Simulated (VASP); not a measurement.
A run of VASP 6.6.1 is set up as follows.

The input INCAR:

```
PREC     = Accurate       # precision mode
ENCUT    = 520            # plane-wave cutoff, eV
EDIFF    = 1E-6           # SCF threshold, eV
ISMEAR   = -1             # smearing method
SIGMA    = 0.1            # smearing width, eV
LREAL    = F              # projectors in reciprocal space
LASPH    = T              # aspherical terms in the spheres
NELM     = 80             # most SCF steps
ALGO     = Normal         # electronic algorithm
ISIF     = 2              # what is computed and relaxed
LWAVE    = F              # write WAVECAR
LCHARG   = T              # write CHGCAR
GGA      = RE             # functional
LELF     = T              # ELF
LVHAR    = T            
NBANDS   = 24             # bands
```

Contents of KPOINTS:

```
Automatic mesh
0
Gamma
  15 15 4
```

POSCAR

```
Os
1.0
    2.6741276583      0.0000000000      0.0000000000
   -1.3370638292      2.3158624851      0.0000000000
    0.0000000000      0.0000000000      8.5836482761
Os
4
Direct
    0.0000000000      0.0000000000      0.0000000000
    1.0000000000      1.0000000000      0.5000000000
    0.3333333333      0.6666666667      0.2500000000
    0.6666666667      0.3333333333      0.7500000000
```

Potentials or basis: VASP PAW PBE potentials, release 64 (Os).

Command:

```sh
$ cat potpaw_PBE.64/Os/POTCAR > POTCAR
$ mpirun -np 1 vasp_std > vasp.out
```

Question: Estimate the pressure.

Answer: 39.1 GPa.

Question: Predict the band gap on the k mesh.

Answer: Zero (bands 16 and 17 overlap by 3.90 eV).

Stress tensor (GPa, compression positive):
```
37.91  0.00  0.00
 0.00 37.91  0.00
 0.00  0.00 41.37
```

Caveat: the cell stands under pressure; the PAW data sets were made with another functional, which shifts forces and pressure a little; spin-orbit coupling is left out, which moves the levels of the heavy elements.
